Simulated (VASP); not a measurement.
Ba3Br2:

```
Ba Br
1.0
     5.00036    0.00000    0.00000
    -2.50018    4.33044    0.00000
     0.00000    0.00000    7.77974
Ba Br
3 2
Direct
  0.00000 0.00000 0.00000
  0.33333 0.66667 0.64500
  0.66667 0.33333 0.35500
  0.33333 0.66667 0.24500
  0.66667 0.33333 0.75500
```

* Program: VASP 6.6.1
* Task: relaxation of cell and atoms
* Functional: PBE
* Potentials or basis: VASP PAW PBE potentials, release 64 (Ba_sv, Br)
* Cutoff: 600 eV
* k mesh: 6 × 6 × 2
* Occupations: gaussian, width 0.1 eV
* Spin: no spin polarisation

At the start: pressure 7.8 GPa; volume 33.69 Å³/atom.

Task: Where does the relaxation end?

Result: Over 31 steps the energy falls by 484.1 meV/atom and the volume is 44.33 Å³/atom (+31.6 %); space group P-3m1 (No. 164, to 0.1 Å) before and after.

The path:
```
step  energy change (eV)  largest force (eV/Å)  pressure (GPa)  volume (Å³)
   1              0.0000                1.7095            7.83       168.46
   2             -1.1330                0.5478            0.67       211.86
   3             -1.1645                0.4367            0.04       219.51
   4             -1.1686                0.3918           -0.22       223.15
   5             -1.2183                0.4099           -0.17       222.05
   6             -1.3726                0.4736            0.14       218.37
   7             -1.6613                0.6396            1.16       209.37
   8             -1.8165                0.6189            4.72       185.91
   9             -1.4743                0.5641            7.69       172.90
  10             -1.7691                0.5132            5.45       182.31
  11             -1.7803                0.5078            5.42       182.41
  12             -1.8117                0.4964            5.33       182.68
  13             -1.8624                0.4630            5.17       183.17
  14             -1.9065                0.3775            4.98       183.88
  15             -1.9030                0.3514            4.93       184.03
  16             -1.9496                0.3378            4.62       185.53
  17             -2.0731                0.3006            3.75       190.07
  18             -2.2532                0.2318            2.28       199.35
  19             -2.3939                0.1772            0.18       218.75
  20             -2.3948                0.1799            0.06       220.34
  21             -2.3948                0.1810            0.00       221.11
  22             -2.3960                0.1774            0.00       221.14
  23             -2.3993                0.1673           -0.02       221.21
  24             -2.4052                0.1467           -0.04       221.36
  25             -2.4135                0.0982           -0.05       221.66
  26             -2.4137                0.1237            0.03       222.24
  27             -2.4164                0.0673           -0.02       221.95
  28             -2.4176                0.0596            0.03       221.55
  29             -2.4189                0.0377            0.18       220.35
  30             -2.4193                0.0333            0.17       220.67
  31             -2.4204                0.0211            0.10       221.63
```

Final structure:
```xyz
5
Lattice="4.5460 0.0000 0.0000 -2.2730 3.9369 0.0000 0.0000 0.0000 12.3832" Properties=species:S:1:pos:R:3 pbc="T T T"
Ba    0.0000    0.0000    0.0000
Ba    0.0000    2.6246    8.0285
Ba    2.2730    1.3123    4.3547
Br    0.0000    2.6246    2.0126
Br    2.2730    1.3123   10.3707
```

Caveat: the k points lie up to 0.27 Å⁻¹ apart in the final cell; the volume moved by over 15 % at a fixed basis, so the end points are rough.
